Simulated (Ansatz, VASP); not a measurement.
## Two plane-wave programs on CuF3

Contents of INCAR:

```
PREC = Accurate
ENCUT = 600
EDIFF = 1E-6
ISMEAR = 0
SIGMA = 0.05
LREAL = F
LASPH = T
NELM = 200
ALGO = Normal
ISIF = 2
LWAVE = F
LCHARG = F
ISPIN = 2
MAGMOM = -0.98 -0.06 -0.1 -0.1
LORBIT = 11
LMAXMIX = 4
LDAU = T
LDAUTYPE = 1
LDAUL = 2 -1
LDAUU = 8 0
LDAUJ = 0.5 0
LDAUPRINT = 1
GGA = PE
NBANDS = 28
GGA_COMPAT = F
```

The input KPOINTS:

```
Automatic mesh
0
Gamma
  5 5 5
```

POSCAR

```
CuF3
1.0
    3.7647689300      0.0000000000      0.0000000000
    0.0000000000      3.7647689300      0.0000000000
    0.0000000000      0.0000000000      3.7647689300
Cu F
1 3
Direct
    0.0000000000      0.0000000000      0.0000000000
    0.5000000000      0.0000000000      0.0000000000
    0.0000000000      0.0000000000      0.5000000000
    0.0000000000      0.5000000000      0.0000000000
```

Input for Ansatz:

```yaml
crystal:
  lattice:
    - [3.76476893, 0.0, 0.0]
    - [0.0, 3.76476893, 0.0]
    - [0.0, 0.0, 3.76476893]
  atoms:
    - { symbol: Cu, position: [0.0, 0.0, 0.0], spin: 0.3 }
    - { symbol: F, position: [0.5, 0.0, 0.0] }
    - { symbol: F, position: [0.0, 0.0, 0.5] }
    - { symbol: F, position: [0.0, 0.5, 0.0] }
basis:
  ecutwfc: 420
  ecutrho_ratio: 4
kpoints:
  mp_grid: { grid: [5, 5, 5] }
hamiltonian:
  xc: pbe
  hubbard:
    sites:
      - { site: 0, l: d, u: 8.0, j: 0.5, starting_ns: [{ spin: up, occupation_matrix: s0up }, { spin: down, occupation_matrix: s0down }] }
    occupation_matrices:
      s0up:
        matrix:
          - [0.97, 0.0, 0.0, 0.0, 0.0]
          - [0.0, 0.02, 0.0, 0.0, 0.0]
          - [0.0, 0.0, 0.97, 0.0, 0.0]
          - [0.0, 0.0, 0.0, 0.97, 0.0]
          - [0.0, 0.0, 0.0, 0.0, 0.97]
      s0down:
        matrix:
          - [0.97, 0.0, 0.0, 0.0, 0.0]
          - [0.0, 0.97, 0.0, 0.0, 0.0]
          - [0.0, 0.0, 0.02, 0.0, 0.0]
          - [0.0, 0.0, 0.0, 0.97, 0.0]
          - [0.0, 0.0, 0.0, 0.0, 0.97]
    ns_hold: { iters: 5 }
scf:
  occupations: { method: gaussian, width: 0.05 }
  lower_state_search: "off"
  max_iter: 150
output:
  forces: true
  stress: true
  eigenvalues: true
  populations: true
  hubbard: { sites: [{ site: 0, l: d }] }
magnetization:
  spin_polarized: true
```

Alike in both runs: task single point; functional PBE; k mesh 5 × 5 × 5; occupations gaussian, width 0.05 eV; collinear spin; Hubbard terms Cu d U = 8.0 eV, J = 0.5 eV.

|  | VASP | Ansatz |
| --- | --- | --- |
| version | VASP 6.6.1 | Ansatz 0.2.0 |
| potentials or method | VASP PAW PBE potentials, release 64 (Cu, F), cutoff 600 eV | scalar-relativistic, plane waves, PAW |
| valence electrons in the cell | 32 | 40 |

Ansatz gave:

| Property | Result |
| --- | --- |
| gap on the k mesh at the Fermi level (eV) | none |
| pressure (GPa) | 6.4 |
| traceless stress, the component that is largest in VASP (GPa) | -3.22 |
| net moment per atom (μB) | 0.29 |
| size of the moment on the site where the two differ most (μB) | 0.89 |

What did VASP give for the same quantities?

gap on the k mesh at the Fermi level (eV): none; pressure (GPa): 0.9; traceless stress, the component that is largest in VASP (GPa): 0.00; net moment per atom (μB): 0.50; size of the moment on the site where the two differ most (μB): 1.32.

The net moments are unlike, so the other rows may belong to different states. Site moments also hang on the region over which each program counts them. The programs project onto different local orbitals, so the same U acts differently, and such runs can settle in different states. A gap of «none» marks a metal or a gap that the smearing closes. VASP's potentials hold 32 valence electrons a cell and Ansatz's 40, so a difference there can come from the potentials and not from the codes. Ansatz's warnings: filled band counts differ across k points, specified occupation not kept, symmetry narrowed by occupation matrices.
